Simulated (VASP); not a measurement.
# Si in VASP: further runs

The runs below take Si through single point, with PBE.

All numbers are computed with VASP 6.6.1; they aren't measurements. Logs are shortened: lines on timing, memory, paths and dates and some standing lists are left out, and cuts for length are marked.

### Step 1. The cell of the first run

The cell holds a slab with vacuum, 2 atoms: a = 3.999 Å, b = 3.999 Å, c = 28.000 Å, α = 90.00°, β = 90.00°, γ = 120.00°.

### Step 2. Single point, PBE

Contents of INCAR:

```
PREC = Accurate
ENCUT = 520
EDIFF = 1E-6
ISMEAR = 0
SIGMA = 0.1
LREAL = False
LASPH = True
NELM = 80
ALGO = Normal
ISIF = 2
LWAVE = False
LCHARG = True
LDIPOL = True
IDIPOL = 3
DIPOL = 0.5 0.5 0.500
GGA = PE
LELF = True
LVHAR = True
LVACPOTAV = True
NBANDS = 11
```

Contents of KPOINTS:

```
Automatic mesh
0
Gamma
  15 15 1
```

Contents of POSCAR:

```
Si
1.0
    3.9990000000      0.0000000000      0.0000000000
   -1.9995000000      3.4632355897      0.0000000000
    0.0000000000      0.0000000000     28.0000000000
Si
2
Direct
    0.3333333333      0.6666666667      0.5127500000
    0.6666666667      0.3333333333      0.4872500000
```

Potentials or basis: VASP PAW PBE potentials, release 64 (Si).

The run is started by

```
$ cat potpaw_PBE.64/Si/POTCAR > POTCAR
$ mpirun -np 1 vasp_std > vasp.out
```

OUTCAR:

```text
PREC = Accurate
   ENCUT = 520
   EDIFF = 1E-6
   ISMEAR = 0
   LREAL = False
   LASPH = True
   NELM = 80
   ISIF = 2
   GGA = PE

 ion  position               nearest neighbor table
   1  0.333  0.667  0.513-   2 2.42   2 2.42   2 2.42
   2  0.667  0.333  0.487-   1 2.42   1 2.42   1 2.42

  LATTYP: Found a hexagonal cell.
 ALAT       =     3.9990000000
 C/A-ratio  =     7.0017504376

  Lattice vectors:

 A1 = (   3.9990000000,   0.0000000000,   0.0000000000)
 A2 = (  -1.9995000000,   3.4632355897,   0.0000000000)
 A3 = (   0.0000000000,   0.0000000000,  28.0000000000)

Analysis of symmetry for initial positions (statically):
=====================================================================
 Subroutine PRICEL returns:
 Original cell was already a primitive cell.

 Routine SETGRP: Setting up the symmetry group for a
 hexagonal supercell.

 Subroutine GETGRP returns: Found 12 space group operations
 (whereof 12 operations were pure point group operations)
 out of a pool of 24 trial point group operations.

The static configuration has the point symmetry D_3d.

Analysis of symmetry for dynamics (positions and initial velocities):
=====================================================================
 Subroutine PRICEL returns:
 Original cell was already a primitive cell.

 Routine SETGRP: Setting up the symmetry group for a
 hexagonal supercell.

 Subroutine GETGRP returns: Found 12 space group operations
 (whereof 12 operations were pure point group operations)
 out of a pool of 24 trial point group operations.

The dynamic configuration has the point symmetry D_3d.

 Subroutine INISYM returns: Found 12 space group operations
 (whereof 12 operations are pure point group operations),
 and found     1 'primitive' translations

----------------------------------------------------------------------------------------

                                     Primitive cell

  volume of cell :     387.7854

  direct lattice vectors                    reciprocal lattice vectors
     3.999000000  0.000000000  0.000000000     0.250062516  0.144373661  0.000000000
    -1.999500000  3.463235590  0.000000000     0.000000000  0.288747321  0.000000000
     0.000000000  0.000000000 28.000000000     0.000000000  0.000000000  0.035714286

  length of vectors
     3.999000000  3.999000000 28.000000000     0.288747321  0.288747321  0.035714286

  position of ions in fractional coordinates (direct lattice)
     0.333333333  0.666666667  0.512750000
     0.666666667  0.333333333  0.487250000

  ion indices of the primitive-cell ions
   primitive index   ion index
                 1           1
                 2           2

----------------------------------------------------------------------------------------

 KPOINTS: Automatic mesh

Automatic generation of k-mesh.
 Grid dimensions read from file:
 generate k-points for:   15   15    1

 Generating k-lattice:

  Cartesian coordinates                     Fractional coordinates (reciprocal lattice)
     0.016670834  0.009624911  0.000000000     0.066666667  0.000000000  0.000000000
     0.000000000  0.019249821  0.000000000     0.000000000  0.066666667  0.000000000
     0.000000000  0.000000000  0.035714286     0.000000000  0.000000000  1.000000000

  Length of vectors
     0.019249821  0.019249821  0.035714286

  Shift w.r.t. Gamma in fractional coordinates (k-lattice)
     0.000000000  0.000000000  0.000000000

 Subroutine IBZKPT returns following result:
 ===========================================

 Found     27 irreducible k-points:

 Following reciprocal coordinates:
            Coordinates               Weight
  0.000000  0.000000  0.000000      1.000000
  0.066667  0.000000  0.000000      6.000000
  0.133333  0.000000  0.000000      6.000000
  0.200000  0.000000  0.000000      6.000000
  0.266667  0.000000  0.000000      6.000000
  0.333333  0.000000  0.000000      6.000000
[... 16 lines left out ...]
  0.333333  0.200000  0.000000     12.000000
  0.400000  0.200000  0.000000      6.000000
 [... further k-points ...]
   k-points           NKPTS =     27   k-points in BZ     NKDIM =     27   number of bands    NBANDS=     11
   number of dos      NEDOS =    301   number of ions     NIONS =      2
   total plane-waves  NPLWV = 189000
   dimension x,y,z NGX =    30 NGY =   30 NGZ =  210
   dimension x,y,z NGXF=    60 NGYF=   60 NGZF=  420
   ions per type =               2
   NGX,Y,Z   is equivalent  to a cutoff of  12.47, 12.47, 12.47 a.u.
   NGXF,Y,Z  is equivalent  to a cutoff of  24.94, 24.94, 24.94 a.u.
 SYSTEM =  unknown system
   PREC   = accura    normal or accurate (medium, high low for compatibility)
   ISTART =      0    job   : 0-new  1-cont  2-samecut
   ICHARG =      2    charge: 1-file 2-atom 10-const
   ISPIN  =      1    spin polarized calculation?
   LNONCOLLINEAR =      F non collinear calculations
   LSORBIT =      F    spin-orbit coupling
   LASPH  =      T    aspherical Exc in radial PAW
   ENCUT  =  520.0 eV  38.22 Ry    6.18 a.u.   7.44  7.44 52.06*2*pi/ulx,y,z
   NELM   =     80;   NELMIN=  2; NELMDL= -5     # of ELM steps
   EDIFF  = 0.1E-05   stopping-criterion for ELM
   LREAL  =      F    real-space projection
   EDIFFG = 0.1E-04   stopping-criterion for IOM
   NSW    =      0    number of steps for IOM
   IBRION =     -1    ionic relax: 0-MD 1-quasi-New 2-CG
   NFREE  =      0    steps in history (QN), initial steepest desc. (CG)
   ISIF   =      2    stress and relaxation
   ISYM   =      2    0-nonsym 1-usesym 2-fastsym
   POTIM  = 0.5000    time-step for ionic-motion
   TEBEG  =    0.0;   TEEND  =   0.0 temperature during run
   PSTRESS=    0.0 pullay stress
   NELECT =       8.0000    total number of electrons
   NUPDOWN=      -1.0000    fix difference up-down
   EMIN   =  10.00;   EMAX   =-10.00  energy-range for DOS
   EFERMI =   0.00;   METHOD = LEGACY
   ISMEAR =     0;   SIGMA  =   0.10  broadening in eV -4-tet -1-fermi 0-gaus
   EFERMI_NEDOS =   21; number of points for ismear=-14 and -15
   IALGO  =     38    algorithm
   IMIX   =      4    mixing-type and parameters
     AMIX     =   0.40;   BMIX     =  1.00
     AMIX_MAG =   1.60;   BMIX_MAG =  1.00
  volume/ion in A,a.u.               =     193.89      1308.45
  Fermi-wavevector in a.u.,A,eV,Ry     =   0.448994  0.848477  2.742881  0.201596
  Thomas-Fermi vector in A             =   1.428810
   LORBIT       =      0    0 simple, 1 ext, 2 COOP (PROOUT), +10 PAW based schemes
   GGA     = PE    functional components
   LHFCALC =     F    Hartree Fock is set to
   AEXX    =    0.0000 exact exchange contribution
   IVDW    =     0    specifies the selected vdW correction
   LEPSILON=     F    determine dielectric tensor
   LRPA    =     F    only Hartree local field effects (RPA)
 non-spin polarized calculation
 Gauss-broadening in eV      SIGMA  =   0.10
  energy-cutoff  :      520.00
  volume of cell :      387.79
 maximum number of plane-waves:     10515
 NGX is ok and might be reduce to    30
   NGX = 15   NGY = 15   NGZ =105

 dipolmoment           0.000000      0.000000      0.000000 electrons x Angstroem

 number of electron       7.9999999 magnetization

 dipolmoment           0.000000      0.000000     -0.000000 electrons x Angstroem

 Free energy of the ion-electron system (eV)
  ---------------------------------------------------
  ext. energy  EPLUGINS =         0.00000000
  ---------------------------------------------------
  free energy    TOTEN  =        -9.34525693 eV

  energy without entropy =       -9.34425392  energy(sigma->0) =       -9.34475542

 E-fermi :  -3.5751     XC(G=0):  -1.5463

 val. band max:       -3.9630364408   @ k =   0.3333   0.2667   0.0000
 cond. band min:      -3.5751455354   @ k =   0.3333   0.3333   0.0000
 fundamental gap:      0.3878909054
 Fermi energy:        -3.5751455858

 k-point     1 :       0.0000    0.0000    0.0000
  band No.  band energies     occupation
      1     -13.7166      2.00000
      2      -6.6256      2.00000
      3      -4.2068      2.00000
      4      -4.2068      2.00000
      5      -1.9815      0.00000
      6      -1.4318      0.00000
      7      -0.2727      0.00000
      8      -0.2727      0.00000
      9       0.8386      0.00000
     10       1.0608      0.00000
     11       1.3886      0.00000

 k-point     2 :       0.0667    0.0000    0.0000
  band No.  band energies     occupation
      1     -13.6689      2.00000
      2      -6.6170      2.00000
      3      -4.6292      2.00000
      4      -4.2944      2.00000
      5      -1.5993      0.00000
      6      -1.4140      0.00000
      7      -0.2896      0.00000
      8      -0.1009      0.00000
      9       0.8929      0.00000
     10       1.1097      0.00000
     11       1.4222      0.00000

 k-point     3 :       0.1333    0.0000    0.0000
  band No.  band energies     occupation
      1     -13.5267      2.00000
      2      -6.6662      2.00000
      3      -5.3473      2.00000
      4      -4.5137      2.00000
      5      -1.4014      0.00000
      6      -1.2256      0.00000
      7       0.0368      0.00000
      8       0.3644      0.00000
      9       1.0547      0.00000
     10       1.2386      0.00000
     11       1.5052      0.00000

 k-point     4 :       0.2000    0.0000    0.0000
  band No.  band energies     occupation
      1     -13.2922      2.00000
      2      -7.0850      2.00000
      3      -5.6894      2.00000
      4      -4.7838      2.00000
      5      -1.5526      0.00000
      6      -1.2437      0.00000
      7       0.7888      0.00000
      8       1.0156      0.00000
      9       1.3144      0.00000
     10       1.4325      0.00000
     11       1.6826      0.00000
[... 239 lines left out ...]
 k-point    22 :       0.2667    0.2000    0.0000
  band No.  band energies     occupation
      1     -12.0561      2.00000
      2      -9.3235      2.00000
      3      -6.4410      2.00000
      4      -4.7435      2.00000
      5      -2.4362      0.00000
      6       0.2333      0.00000
      7       1.0416      0.00000
      8       1.3673      0.00000
      9       1.9012      0.00000
     10       2.9202      0.00000
     11       3.1697      0.00000

 k-point    23 :       0.3333    0.2000    0.0000
  band No.  band energies     occupation
      1     -11.6140      2.00000
      2      -9.9110      2.00000
      3      -6.6608      2.00000
      4      -4.3492      2.00000
      5      -2.8776      0.00000
      6       0.1649      0.00000
      7       0.8291      0.00000
      8       1.9940      0.00000
      9       2.8329      0.00000
     10       3.4826      0.00000
     11       3.6045      0.00000

 k-point    24 :       0.4000    0.2000    0.0000
  band No.  band energies     occupation
      1     -11.3604      2.00000
      2     -10.2156      2.00000
      3      -6.7336      2.00000
      4      -4.1268      2.00000
      5      -3.1194      0.00000
      6       0.1429      0.00000
      7       0.7345      0.00000
      8       2.4469      0.00000
      9       2.9439      0.00000
     10       3.9234      0.00000
     11       4.2563      0.00000

 [... further k-points ...]
[... 5 lines left out ...]
  --------------------------------------------------------------------------------------
  -------------------------------------------------------------------------------------
  Total       -2.8852473     -2.8852473     -0.7032754     -0.0000000     -0.0000000      0.0000000
  in kB      -11.9207107    -11.9207107     -2.9056583     -0.0000000     -0.0000000      0.0000000
  external PRESSURE =      -8.9156933 kB  Pullay stress =       0.0000000 kB

 VOLUME and BASIS-vectors are now :
 -----------------------------------------------------------------------------
  energy-cutoff  :      520.00
  volume of cell :      387.79
      direct lattice vectors                 reciprocal lattice vectors
     3.999000000  0.000000000  0.000000000     0.250062516  0.144373661  0.000000000
    -1.999500000  3.463235590  0.000000000     0.000000000  0.288747321  0.000000000
     0.000000000  0.000000000 28.000000000     0.000000000  0.000000000  0.035714286

 POSITION                                       TOTAL-FORCE (eV/Angst)
 -----------------------------------------------------------------------------------
     -0.00000      2.30882     14.35700        -0.000000     -0.000000     -0.980171
      1.99950      1.15441     13.64300         0.000000      0.000000      0.980171
 -----------------------------------------------------------------------------------
    total drift:                               -0.000000     -0.000000      0.000000

  FREE ENERGIE OF THE ION-ELECTRON SYSTEM (eV)
  ---------------------------------------------------
  free  energy   TOTEN  =        -9.3452569284 eV

  energy  without entropy=       -9.3442539191  energy(sigma->0) =       -9.34475542

 vacuum level on the upper side and lower side of the slab         1.100         1.100
```

Run time: 99 s. Hardware: 1 thread of Intel Xeon Platinum 8559C (Emerald Rapids), shared host; peak memory 0.46 GiB.

Results:

```
Free energy            : -9.3453 eV
Largest force          : 0.980 eV/Å
Band gap on the k mesh : zero (filled and empty bands touch)
```

Forces in eV/Å, atoms in the order of the input:
```
Si   0.000  0.000 -0.980
Si   0.000  0.000  0.980
```

### Step 3. Single point, PBE

Changes to INCAR since step 2:

```diff
@@ -11,3 +11,3 @@
 LWAVE = False
-LCHARG = True
+LCHARG = False
 LDIPOL = True
@@ -16,5 +16,2 @@
 GGA = PE
-LELF = True
-LVHAR = True
-LVACPOTAV = True
 NBANDS = 11
```

Contents of KPOINTS:

```
regular mesh
0
Gamma
  15 15 1
```

Contents of POSCAR:

```
Si
1.0
    3.9990000000      0.0000000000      0.0000000000
   -1.9995000000      3.4632355897      0.0000000000
    0.0000000000      0.0000000000     28.0000000000
Si
2
Direct
    0.3333333333      0.6666666667      0.5178571429
    0.6666666667      0.3333333333      0.4821428571
```

Potentials or basis: VASP PAW PBE potentials, release 64 (Si).

The run is started by

```
$ cat potpaw_PBE.64/Si/POTCAR > POTCAR
$ mpirun -np 1 vasp_std > vasp.out
```

OUTCAR:

```text
PREC = Accurate
   ENCUT = 520
   EDIFF = 1E-6
   ISMEAR = 0
   LREAL = False
   LASPH = True
   NELM = 80
   ISIF = 2
   GGA = PE

 ion  position               nearest neighbor table
   1  0.333  0.667  0.518-   2 2.52   2 2.52   2 2.52
   2  0.667  0.333  0.482-   1 2.52   1 2.52   1 2.52

  LATTYP: Found a hexagonal cell.
 ALAT       =     3.9990000000
 C/A-ratio  =     7.0017504376

  Lattice vectors:

 A1 = (   3.9990000000,   0.0000000000,   0.0000000000)
 A2 = (  -1.9995000000,   3.4632355897,   0.0000000000)
 A3 = (   0.0000000000,   0.0000000000,  28.0000000000)

Analysis of symmetry for initial positions (statically):
=====================================================================
 Subroutine PRICEL returns:
 Original cell was already a primitive cell.

 Routine SETGRP: Setting up the symmetry group for a
 hexagonal supercell.

 Subroutine GETGRP returns: Found 12 space group operations
 (whereof 12 operations were pure point group operations)
 out of a pool of 24 trial point group operations.

The static configuration has the point symmetry D_3d.

Analysis of symmetry for dynamics (positions and initial velocities):
[... 493 lines left out ...]
 k-point    24 :       0.4000    0.2000    0.0000
  band No.  band energies     occupation
      1     -10.7261      2.00000
      2      -9.6122      2.00000
      3      -6.0039      2.00000
      4      -4.1626      2.00000
      5      -3.2612      0.03981
      6       0.3705      0.00000
      7       0.7913      0.00000
      8       1.9568      0.00000
      9       2.8233      0.00000
     10       4.1931      0.00000
     11       4.2863      0.00000

 [... further k-points ...]

------------------------ aborting loop because EDIFF is reached ----------------------------------------

 vacuum level on the upper side and lower side of the slab       (xc-potential included)        -0.002        -0.002

  FORCE on cell =-STRESS in cart. coord.  units (eV):
  Direction    XX          YY          ZZ          XY          YZ          ZX
  --------------------------------------------------------------------------------------
  -------------------------------------------------------------------------------------
  Total       -3.1402397     -3.1402397     -2.2791979      0.0000000      0.0000000      0.0000000
  in kB      -12.9742396    -12.9742396     -9.4167525      0.0000000      0.0000000      0.0000000
  external PRESSURE =     -11.7884106 kB  Pullay stress =       0.0000000 kB

 VOLUME and BASIS-vectors are now :
 -----------------------------------------------------------------------------
  energy-cutoff  :      520.00
  volume of cell :      387.79
      direct lattice vectors                 reciprocal lattice vectors
     3.999000000  0.000000000  0.000000000     0.250062516  0.144373661  0.000000000
    -1.999500000  3.463235590  0.000000000     0.000000000  0.288747321  0.000000000
     0.000000000  0.000000000 28.000000000     0.000000000  0.000000000  0.035714286

 POSITION                                       TOTAL-FORCE (eV/Angst)
 -----------------------------------------------------------------------------------
     -0.00000      2.30882     14.50000         0.000000      0.000000     -2.275560
      1.99950      1.15441     13.50000        -0.000000      0.000000      2.275560
 -----------------------------------------------------------------------------------
    total drift:                               -0.000000      0.000000     -0.000000

  FREE ENERGIE OF THE ION-ELECTRON SYSTEM (eV)
  ---------------------------------------------------
  free  energy   TOTEN  =        -8.8756790247 eV

  energy  without entropy=       -8.8719969320  energy(sigma->0) =       -8.87383798

 vacuum level on the upper side and lower side of the slab         1.058         1.058
```

stdout:

```text
POSCAR found type information on POSCAR Si
 POSCAR found :  1 types and       2 ions
 scaLAPACK will be used
 LDA part: xc-table for (Slater+PW92), standard interpolation
 POSCAR, INCAR and KPOINTS ok, starting setup
 FFT: planning ... GRIDC
 FFT: planning ... GRID_SOFT
 FFT: planning ... GRID
 WAVECAR not read
 entering main loop
```

It took 96 s on 1 thread of Intel Xeon Platinum 8559C (Emerald Rapids), shared host; peak memory 0.48 GiB.

What came out:

```yaml
Free_energy: -8.8757 eV
Largest_force: 2.276 eV/Å
Band_gap_on_the_k_mesh: zero (bands 4 and 5 overlap by 0.32 eV)
```

Forces on the atoms (eV/Å):
```
Si   0.000  0.000 -2.276
Si   0.000  0.000  2.276
```

(Part 1 of 2 ends here.)
